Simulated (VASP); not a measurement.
# Be (Im-3m) in VASP: settings compared

Be is run at these levels: PBE, r2SCAN; tasks: single point.

Everything below comes from runs of VASP 6.6.1. Logs are shortened: lines on timing, memory, paths and dates and some standing lists are left out, and cuts for length are marked.

## Step 1: The cell of the first run

It takes space group Im-3m (No. 229, cubic). Conventional cell: a = 2.535 Å, b = 2.535 Å, c = 2.535 Å, α = 90.00°, β = 90.00°, γ = 90.00°. Be (site symmetry m-3m) has 14 Be at 2.20 to 2.54 Å within 2.9 Å.

## Step 2: Single point, PBE

Contents of INCAR:

```
SYSTEM = Be
  ALGO = Normal
  EDIFF = 1E-7
  ENCUT = 520
  GGA = PE
  ISIF = 2
  ISMEAR = 0
  LASPH = .True.
  LCHARG = .True.
  LELF = .True.
  LREAL = .False.
  LVHAR = .True.
  LWAVE = .False.
  NBANDS = 7
  NELM = 80
  PREC = Accurate
  SIGMA = 0.05
```

Contents of KPOINTS:

```
k-points
0
Gamma
  10 10 10
  0 0 0
```

Contents of POSCAR:

```
Be
1.0
   -1.2676664736      1.2676664736      1.2676664736
    1.2676664736     -1.2676664736      1.2676664736
    1.2676664736      1.2676664736     -1.2676664736
Be
1
Direct
    0.0000000000      0.0000000000      0.0000000000
```

Potentials or basis: VASP PAW PBE potentials, release 64 (Be).

Run with:

```bash
cat potpaw_PBE.64/Be/POTCAR > POTCAR
mpirun -np 1 vasp_std > vasp.out
```

OUTCAR:

```text
SYSTEM = Be
   EDIFF = 1E-7
   ENCUT = 520
   GGA = PE
   ISIF = 2
   ISMEAR = 0
   LASPH = .True.
   LREAL = .False.
   NELM = 80
   PREC = Accurate

 ion  position               nearest neighbor table
   1  0.000  0.000  0.000-

  LATTYP: Found a body centered cubic cell.
 ALAT       =     2.5353329472

  Lattice vectors:

 A1 = (  -1.2676664736,   1.2676664736,   1.2676664736)
 A2 = (   1.2676664736,  -1.2676664736,   1.2676664736)
 A3 = (   1.2676664736,   1.2676664736,  -1.2676664736)

Analysis of symmetry for initial positions (statically):
=====================================================================
 Subroutine PRICEL returns:
 Original cell was already a primitive cell.

 Routine SETGRP: Setting up the symmetry group for a
 body centered cubic supercell.

 Subroutine GETGRP returns: Found 48 space group operations
 (whereof 48 operations were pure point group operations)
 out of a pool of 48 trial point group operations.

The static configuration has the point symmetry O_h .

Analysis of symmetry for dynamics (positions and initial velocities):
=====================================================================
 Subroutine PRICEL returns:
 Original cell was already a primitive cell.

 Routine SETGRP: Setting up the symmetry group for a
 body centered cubic supercell.

 Subroutine GETGRP returns: Found 48 space group operations
 (whereof 48 operations were pure point group operations)
 out of a pool of 48 trial point group operations.

The dynamic configuration has the point symmetry O_h .

 Subroutine INISYM returns: Found 48 space group operations
 (whereof 48 operations are pure point group operations),
 and found     1 'primitive' translations

----------------------------------------------------------------------------------------

                                     Primitive cell

  volume of cell :       8.1484

  direct lattice vectors                    reciprocal lattice vectors
    -1.267666474  1.267666474  1.267666474     0.000000000  0.394425514  0.394425514
     1.267666474 -1.267666474  1.267666474     0.394425514  0.000000000  0.394425514
     1.267666474  1.267666474 -1.267666474     0.394425514  0.394425514  0.000000000

  length of vectors
     2.195662739  2.195662739  2.195662739     0.557801911  0.557801911  0.557801911

  position of ions in fractional coordinates (direct lattice)
     0.000000000  0.000000000  0.000000000

  ion indices of the primitive-cell ions
   primitive index   ion index
                 1           1

----------------------------------------------------------------------------------------

 KPOINTS: k-points

Automatic generation of k-mesh.
 Grid dimensions read from file:
 generate k-points for:   10   10   10

 Generating k-lattice:

  Cartesian coordinates                     Fractional coordinates (reciprocal lattice)
     0.000000000  0.039442551  0.039442551     0.100000000  0.000000000  0.000000000
     0.039442551  0.000000000  0.039442551     0.000000000  0.100000000  0.000000000
     0.039442551  0.039442551  0.000000000     0.000000000  0.000000000  0.100000000

  Length of vectors
     0.055780191  0.055780191  0.055780191

  Shift w.r.t. Gamma in fractional coordinates (k-lattice)
     0.000000000  0.000000000  0.000000000

 Subroutine IBZKPT returns following result:
 ===========================================

 Found     47 irreducible k-points:

 Following reciprocal coordinates:
            Coordinates               Weight
  0.000000  0.000000  0.000000      1.000000
  0.100000  0.000000  0.000000     12.000000
  0.200000  0.000000  0.000000     12.000000
  0.300000  0.000000  0.000000     12.000000
  0.400000  0.000000  0.000000     12.000000
  0.500000  0.000000  0.000000      6.000000
[... 16 lines left out ...]
  0.300000  0.300000  0.100000      8.000000
 -0.300000  0.300000  0.100000     24.000000
 [... further k-points ...]
   k-points           NKPTS =     47   k-points in BZ     NKDIM =     47   number of bands    NBANDS=      7
   number of dos      NEDOS =    301   number of ions     NIONS =      1
   total plane-waves  NPLWV =   4096
   dimension x,y,z NGX =    16 NGY =   16 NGZ =   16
   dimension x,y,z NGXF=    32 NGYF=   32 NGZF=   32
   ions per type =               1
   NGX,Y,Z   is equivalent  to a cutoff of  12.11, 12.11, 12.11 a.u.
   NGXF,Y,Z  is equivalent  to a cutoff of  24.23, 24.23, 24.23 a.u.
 SYSTEM =  Be
   PREC   = accura    normal or accurate (medium, high low for compatibility)
   ISTART =      0    job   : 0-new  1-cont  2-samecut
   ICHARG =      2    charge: 1-file 2-atom 10-const
   ISPIN  =      1    spin polarized calculation?
   LNONCOLLINEAR =      F non collinear calculations
   LSORBIT =      F    spin-orbit coupling
   LASPH  =      T    aspherical Exc in radial PAW
   ENCUT  =  520.0 eV  38.22 Ry    6.18 a.u.   4.08  4.08  4.08*2*pi/ulx,y,z
   NELM   =     80;   NELMIN=  2; NELMDL= -5     # of ELM steps
   EDIFF  = 0.1E-06   stopping-criterion for ELM
   LREAL  =      F    real-space projection
   EDIFFG = 0.1E-05   stopping-criterion for IOM
   NSW    =      0    number of steps for IOM
   IBRION =     -1    ionic relax: 0-MD 1-quasi-New 2-CG
   NFREE  =      0    steps in history (QN), initial steepest desc. (CG)
   ISIF   =      2    stress and relaxation
   ISYM   =      2    0-nonsym 1-usesym 2-fastsym
   POTIM  = 0.5000    time-step for ionic-motion
   TEBEG  =    0.0;   TEEND  =   0.0 temperature during run
   PSTRESS=    0.0 pullay stress
   NELECT =       2.0000    total number of electrons
   NUPDOWN=      -1.0000    fix difference up-down
   EMIN   =  10.00;   EMAX   =-10.00  energy-range for DOS
   EFERMI =   0.00;   METHOD = LEGACY
   ISMEAR =     0;   SIGMA  =   0.05  broadening in eV -4-tet -1-fermi 0-gaus
   EFERMI_NEDOS =   21; number of points for ismear=-14 and -15
   IALGO  =     38    algorithm
   IMIX   =      4    mixing-type and parameters
     AMIX     =   0.40;   BMIX     =  1.00
     AMIX_MAG =   1.60;   BMIX_MAG =  1.00
  volume/ion in A,a.u.               =       8.15        54.99
  Fermi-wavevector in a.u.,A,eV,Ry     =   1.025006  1.936981 14.294794  1.050638
  Thomas-Fermi vector in A             =   2.158824
   LORBIT       =      0    0 simple, 1 ext, 2 COOP (PROOUT), +10 PAW based schemes
   GGA     = PE    functional components
   LHFCALC =     F    Hartree Fock is set to
   AEXX    =    0.0000 exact exchange contribution
   IVDW    =     0    specifies the selected vdW correction
   LEPSILON=     F    determine dielectric tensor
   LRPA    =     F    only Hartree local field effects (RPA)
 non-spin polarized calculation
 Gauss-broadening in eV      SIGMA  =   0.05
  energy-cutoff  :      520.00
  volume of cell :        8.15
 maximum number of plane-waves:       236
   NGX =  9   NGY =  9   NGZ =  9

 number of electron       2.0000000 magnetization

 Free energy of the ion-electron system (eV)
  ---------------------------------------------------
  ext. energy  EPLUGINS =         0.00000000
  ---------------------------------------------------
  free energy    TOTEN  =        -3.65330314 eV

  energy without entropy =       -3.65299862  energy(sigma->0) =       -3.65315088

 E-fermi :   7.4532     XC(G=0): -10.5136

 val. band max:        7.4218664329   @ k =  -0.4000  -0.4000   0.2000
 cond. band min:       7.7327094978   @ k =  -0.4000  -0.4000   0.1000
 fundamental gap:      0.3108430649
 Fermi energy:         7.4532317975

 k-point     1 :       0.0000    0.0000    0.0000
  band No.  band energies     occupation
      1      -4.4057      2.00000
      2      26.4210      0.00000
      3      26.4210      0.00000
      4      26.4210      0.00000
      5      37.6479      0.00000
      6      37.6479      0.00000
      7      37.6479      0.00000

 k-point     2 :       0.1000    0.0000    0.0000
  band No.  band energies     occupation
      1      -4.0590      2.00000
      2      24.7166      0.00000
      3      25.2138      0.00000
      4      26.0336      0.00000
      5      34.4700      0.00000
      6      34.8489      0.00000
      7      38.2793      0.00000

 k-point     3 :       0.2000    0.0000    0.0000
  band No.  band energies     occupation
      1      -3.0192      2.00000
      2      20.1328      0.00000
      3      23.0251      0.00000
      4      25.0209      0.00000
      5      31.7198      0.00000
      6      32.5541      0.00000
      7      37.9061      0.00000

 k-point     4 :       0.3000    0.0000    0.0000
  band No.  band energies     occupation
      1      -1.3036      2.00000
      2      14.8789      0.00000
      3      21.1403      0.00000
      4      23.8474      0.00000
      5      29.4273      0.00000
      6      32.4032      0.00000
      7      39.1385      0.00000

 k-point     5 :       0.4000    0.0000    0.0000
  band No.  band energies     occupation
      1       0.9460      2.00000
      2      10.2994      0.00000
      3      19.9385      0.00000
      4      22.9811      0.00000
      5      28.0427      0.00000
      6      32.8430      0.00000
      7      41.3728      0.00000

 k-point     6 :       0.5000    0.0000    0.0000
  band No.  band energies     occupation
      1       2.5468      2.00000
      2       7.8994      0.00000
      3      19.5294      0.00000
      4      22.6691      0.00000
      5      27.5802      0.00000
      6      33.1188      0.00000
      7      42.9813      0.00000

 k-point     7 :       0.1000    0.1000    0.0000
  band No.  band energies     occupation
      1      -3.3650      2.00000
      2      22.6011      0.00000
      3      22.6124      0.00000
      4      24.7623      0.00000
      5      32.8076      0.00000
      6      33.3691      0.00000
      7      37.8450      0.00000

 k-point     8 :       0.2000    0.1000    0.0000
  band No.  band energies     occupation
      1      -1.9796      2.00000
      2      17.5667      0.00000
      3      20.5677      0.00000
      4      23.1973      0.00000
      5      32.2510      0.00000
      6      32.4132      0.00000
      7      38.5725      0.00000

 k-point     9 :       0.3000    0.1000    0.0000
  band No.  band energies     occupation
      1       0.0522      2.00000
      2      12.5595      0.00000
      3      19.0874      0.00000
      4      21.9109      0.00000
      5      31.1631      0.00000
      6      32.9090      0.00000
      7      40.2688      0.00000

 k-point    10 :       0.4000    0.1000    0.0000
  band No.  band energies     occupation
      1       2.3472      2.00000
      2       8.6924      0.00000
      3      18.3203      0.00000
      4      21.2073      0.00000
      5      30.5106      0.00000
      6      33.5817      0.00000
      7      42.4348      0.00000

 k-point    11 :       0.2000    0.2000    0.0000
  band No.  band energies     occupation
      1      -0.2509      2.00000
      2      14.5373      0.00000
      3      16.9997      0.00000
      4      21.7125      0.00000
      5      32.8412      0.00000
      6      33.7001      0.00000
      7      40.2887      0.00000
[... 51 lines left out ...]
 k-point    17 :       0.3000    0.1000    0.1000
  band No.  band energies     occupation
      1       1.7069      2.00000
      2      10.5506      0.00000
      3      17.2740      0.00000
      4      18.4893      0.00000
      5      34.3169      0.00000
      6      35.8691      0.00000
      7      43.3488      0.00000

 k-point    18 :       0.4000    0.1000    0.1000
  band No.  band energies     occupation
      1       3.4594      2.00000
      2       8.0033      0.00000
      3      16.8612      0.00000
      4      18.1799      0.00000
      5      34.2301      0.00000
      6      36.3082      0.00000
      7      44.7773      0.00000

 k-point    19 :      -0.1000    0.1000    0.1000
  band No.  band energies     occupation
      1      -3.7105      2.00000
      2      23.8498      0.00000
      3      23.8498      0.00000
      4      25.4953      0.00000
      5      32.2075      0.00000
      6      36.0684      0.00000
      7      36.0684      0.00000

 k-point    20 :       0.2000    0.2000    0.1000
  band No.  band energies     occupation
      1       1.4612      2.00000
      2      12.4360      0.00000
      3      14.8364      0.00000
      4      18.2643      0.00000
      5      36.4930      0.00000
      6      37.1258      0.00000
      7      44.2635      0.00000

 k-point    21 :       0.3000    0.2000    0.1000
  band No.  band energies     occupation
      1       3.9847      2.00000
      2       8.8456      0.00000
      3      13.5650      0.00000
      4      17.7404      0.00000
      5      37.5187      0.00000
      6      38.9093      0.00000
      7      45.0611      0.00000

 k-point    22 :      -0.2000    0.2000    0.1000
  band No.  band energies     occupation
      1      -2.6652      2.00000
      2      20.0618      0.00000
      3      21.5023      0.00000
      4      24.7814      0.00000
      5      29.8033      0.00000
      6      34.0448      0.00000
      7      36.8936      0.00000

 k-point    23 :       0.3000    0.3000    0.1000
  band No.  band energies     occupation
      1       6.6339      2.00000
      2       6.6339      2.00000
      3      11.9996      0.00000
      4      17.5267      0.00000
      5      38.9368      0.00000
      6      41.8991      0.00000
      7      41.8991      0.00000

 k-point    24 :      -0.3000    0.3000    0.1000
  band No.  band energies     occupation
      1      -0.9383      2.00000
      2      15.0259      0.00000
      3      19.5370      0.00000
      4      23.8390      0.00000
      5      29.8418      0.00000
      6      31.9117      0.00000
      7      38.4870      0.00000

 [... further k-points ...]
[... 5 lines left out ...]
  --------------------------------------------------------------------------------------
  -------------------------------------------------------------------------------------
  Total       -0.2342792     -0.2342792     -0.2342792      0.0000000      0.0000000     -0.0000000
  in kB      -46.0648091    -46.0648091    -46.0648091      0.0000000      0.0000000     -0.0000000
  external PRESSURE =     -46.0648091 kB  Pullay stress =       0.0000000 kB

 VOLUME and BASIS-vectors are now :
 -----------------------------------------------------------------------------
  energy-cutoff  :      520.00
  volume of cell :        8.15
      direct lattice vectors                 reciprocal lattice vectors
    -1.267666474  1.267666474  1.267666474     0.000000000  0.394425514  0.394425514
     1.267666474 -1.267666474  1.267666474     0.394425514  0.000000000  0.394425514
     1.267666474  1.267666474 -1.267666474     0.394425514  0.394425514  0.000000000

 POSITION                                       TOTAL-FORCE (eV/Angst)
 -----------------------------------------------------------------------------------
      0.00000      0.00000      0.00000         0.000000      0.000000     -0.000000
 -----------------------------------------------------------------------------------
    total drift:                               -0.000000      0.000000      0.000000

  FREE ENERGIE OF THE ION-ELECTRON SYSTEM (eV)
  ---------------------------------------------------
  free  energy   TOTEN  =        -3.6533031355 eV

  energy  without entropy=       -3.6529986169  energy(sigma->0) =       -3.65315088
```

Wall time 3.8 s (1 thread of AMD EPYC 7R43 (Zen 3), shared host); peak memory 0.07 GiB.

Results:

* Free energy: -3.6533 eV
* Pressure: -4.6 GPa
* Band gap on the k mesh: zero (band 1 reaches 11.48 eV, above the bottom of band 2 at 6.63 eV)

Levels at points of the mesh, in eV from the Fermi level:
```csv
k point,band 1,band 2,band 3,band 4
"(0.00, 0.00, 0.00)",-11.86,18.97,18.97,18.97
"(0.50, 0.00, 0.00)",-4.91,0.45,12.08,15.22
"(0.50, 0.50, 0.50)",4.03,4.03,4.03,9.81
```

## Step 3: Single point, r2SCAN

This run uses another cell than the first one, of 7.82 Å³/atom, 0.959 times its volume.

Contents of POSCAR:

```
Be
1.0
   -1.2502321704      1.2502321704      1.2502321704
    1.2502321704     -1.2502321704      1.2502321704
    1.2502321704      1.2502321704     -1.2502321704
Be
1
Direct
    0.0000000000      0.0000000000      0.0000000000
```

Contents of INCAR.step1:

```
SYSTEM = Be
PREC = Accurate
ENCUT = 520
ISMEAR = 0
SIGMA = 0.05
LREAL = .FALSE.
LASPH = .TRUE.
NELM = 60
NBANDS = 7
GGA = PE
ALGO = Normal
EDIFF = 1E-4
LWAVE = .TRUE.
LCHARG = .FALSE.
```

Contents of INCAR.step2:

```
SYSTEM = Be
PREC = Accurate
ENCUT = 520
EDIFF = 1E-7
ISMEAR = 0
SIGMA = 0.05
LREAL = .FALSE.
LASPH = .TRUE.
NELM = 60
ALGO = Normal
ISIF = 2
LWAVE = .FALSE.
LCHARG = .FALSE.
METAGGA = R2SCAN
LMIXTAU = .TRUE.
NBANDS = 7
ISTART = 1
```

Contents of KPOINTS:

```
Automatic mesh
0
G
  24 24 24
  0 0 0
```

Potentials or basis: VASP PAW PBE potentials, release 64 (Be).

Run with:

```bash
cat potpaw_PBE.64/Be/POTCAR > POTCAR
cp INCAR.step1 INCAR
mpirun -np 1 vasp_std > vasp.out
cp INCAR.step2 INCAR
mpirun -np 1 vasp_std > vasp.out
```

OUTCAR:

```text
SYSTEM = Be
   PREC = Accurate
   ENCUT = 520
   EDIFF = 1E-7
   ISMEAR = 0
   LREAL = .FALSE.
   LASPH = .TRUE.
   NELM = 60
   ISIF = 2
   METAGGA = R2SCAN
   ISTART = 1

 ion  position               nearest neighbor table
   1  0.000  0.000  0.000-

  LATTYP: Found a body centered cubic cell.
 ALAT       =     2.5004643408

  Lattice vectors:

 A1 = (  -1.2502321704,   1.2502321704,   1.2502321704)
 A2 = (   1.2502321704,  -1.2502321704,   1.2502321704)
 A3 = (   1.2502321704,   1.2502321704,  -1.2502321704)

[... 410 lines left out ...]
  band No.  band energies     occupation
      1       2.5024      2.00000
      2       8.5884      0.00000
      3      21.3349      0.00000
      4      24.2576      0.00000
      5      30.3829      0.00000
      6      36.0817      0.00000
      7      46.5632      0.00000

 [... further k-points ...]
[... 5 lines left out ...]
  --------------------------------------------------------------------------------------
  -------------------------------------------------------------------------------------
  Total        0.0088196      0.0088196      0.0088196     -0.0000000      0.0000000      0.0000000
  in kB        1.8076948      1.8076948      1.8076948     -0.0000000      0.0000000      0.0000000
  external PRESSURE =       1.8076948 kB  Pullay stress =       0.0000000 kB

 VOLUME and BASIS-vectors are now :
 -----------------------------------------------------------------------------
  energy-cutoff  :      520.00
  volume of cell :        7.82
      direct lattice vectors                 reciprocal lattice vectors
    -1.250232170  1.250232170  1.250232170     0.000000000  0.399925719  0.399925719
     1.250232170 -1.250232170  1.250232170     0.399925719  0.000000000  0.399925719
     1.250232170  1.250232170 -1.250232170     0.399925719  0.399925719  0.000000000

 POSITION                                       TOTAL-FORCE (eV/Angst)
 -----------------------------------------------------------------------------------
      0.00000      0.00000      0.00000        -0.000000     -0.000000      0.000000
 -----------------------------------------------------------------------------------
    total drift:                               -0.000000      0.000000      0.000000

  FREE ENERGIE OF THE ION-ELECTRON SYSTEM (eV)
  ---------------------------------------------------
  free  energy   TOTEN  =        -4.2414633258 eV

  energy  without entropy=       -4.2411835416  energy(sigma->0) =       -4.24132343
```

OUTCAR.step1:

```text
SYSTEM = Be
   PREC = Accurate
   ENCUT = 520
   ISMEAR = 0
   LREAL = .FALSE.
   LASPH = .TRUE.
   NELM = 60
[... 456 lines left out ...]
 -----------------------------------------------------------------------------------
      0.00000      0.00000      0.00000        -0.000000     -0.000000      0.000000
 -----------------------------------------------------------------------------------
    total drift:                               -0.000000     -0.000000      0.000000

  FREE ENERGIE OF THE ION-ELECTRON SYSTEM (eV)
  ---------------------------------------------------
  free  energy   TOTEN  =        -3.6660565471 eV

  energy  without entropy=       -3.6657680869  energy(sigma->0) =       -3.66591232
```

Wall time 87 s (1 thread of AMD EPYC 7R43 (Zen 3), shared host); peak memory 0.09 GiB.

What came out:

* Free energy: -4.2415 eV
* Pressure: 0.2 GPa
* Band gap on the k mesh: zero (band 1 reaches 12.52 eV, above the bottom of band 2 at 6.67 eV)

Levels at points of the mesh, in eV from the Fermi level:
```csv
k point,band 1,band 2,band 3,band 4
"(0.00, 0.00, 0.00)",-13.32,21.03,21.03,21.03
"(0.50, 0.00, 0.00)",-5.69,0.19,13.29,16.63
"(0.50, 0.50, 0.50)",4.28,4.28,4.28,9.99
```

Caveat: the PAW data sets were made with another functional, which shifts forces and pressure a little.
